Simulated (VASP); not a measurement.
Write the native input for VASP 6.6.1 that does the following.

```
Task                   : single point
Functional             : PBE
Potentials or basis    : VASP PAW PBE potentials, release 64 (B, N)
Cutoff                 : 600 eV
k mesh                 : 12 × 12 × 12
Occupations            : gaussian, width 0.05 eV
Spin                   : no spin polarisation
Dipole correction      : no
Further INCAR settings : ALGO = Normal; EDIFF = 1e-06; NBANDS = 11
```

The structure of BN lies in POSCAR:

```
BN
1.0
    0.0000000000      1.6673606323      1.6673606323
    1.6673606323      0.0000000000      1.6673606323
    1.6673606323      1.6673606323      0.0000000000
B N
1 1
Direct
    0.0000000000      0.0000000000      0.0000000000
    0.7500000000      0.7500000000      0.7500000000
```

This cell differs from its parent crystal: strain -0.080 along x and y, -0.080 along z.

These files were run (other wordings do the same):

INCAR

```
ALGO = Normal
EDIFF = 1E-6
ENCUT = 600
GGA = PE
GGA_COMPAT = False
ISIF = 2
ISMEAR = 0
LASPH = True
LCHARG = False
LREAL = False
LWAVE = False
NBANDS = 11
NELM = 120
PREC = Accurate
SIGMA = 0.05
```

KPOINTS

```
k-points
0
Gamma
  12 12 12
```

Potentials or basis: VASP PAW PBE potentials, release 64 (B, N).

Command:

```console
$ cat potpaw_PBE.64/B/POTCAR potpaw_PBE.64/N/POTCAR > POTCAR
$ mpirun -np 1 vasp_std > vasp.out
```

It gave:

```json
{
  "Pressure": "147.0 GPa",
  "Band gap on the k mesh": "4.68 eV, indirect (least direct gap 9.98 eV)"
}
```

Caveat: the cell differs from its parent crystal (strain -0.080 along x and y, -0.080 along z).

It took 5.5 s on 1 thread of Intel(R) Xeon(R) Platinum 8488C (Sapphire Rapids) (shared host), peak memory 0.12 GiB.
